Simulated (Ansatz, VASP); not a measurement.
## CdF2 in VASP and in Ansatz

```
Cd F
1.0
    -0.85176    2.34233    2.34233
     2.34233   -0.85176    2.34233
     2.34233    2.34233   -0.85176
Cd F
1 2
Direct
  0.00000 0.00000 0.00000
  0.25000 0.25000 0.25000
  0.75000 0.75000 0.75000
```

Alike in both runs: task single point; functional PBEsol; k mesh 8 × 8 × 8; occupations gaussian, width 0.05 eV; no spin polarisation.

```csv
,VASP,Ansatz
version,VASP 6.6.1,Ansatz 0.2.0
potentials or method,"VASP PAW PBE potentials, release 64 (Cd, F), cutoff 520 eV","scalar-relativistic, plane waves, PAW"
valence electrons in the cell,26,34
```

|  | VASP | Ansatz | Ansatz less VASP |
| --- | --- | --- | --- |
| gap on the k mesh at the Fermi level (eV) | 4.63 | 4.65 | +0.024 |
| least direct gap on the mesh (eV) | 5.42 | 5.44 | +0.020 |
| rms of the force components (eV/Å) | 6.631 | 5.895 | -0.7367 |

VASP's potentials were made for PBE, not for PBEsol. Atom by atom the forces differ by 0.737 eV/Å (rms over components). The functional is the same, so the differences come from potentials, cutoffs and numerics. VASP's potentials hold 26 valence electrons a cell and Ansatz's 34, so a difference there can come from the potentials and not from the codes.
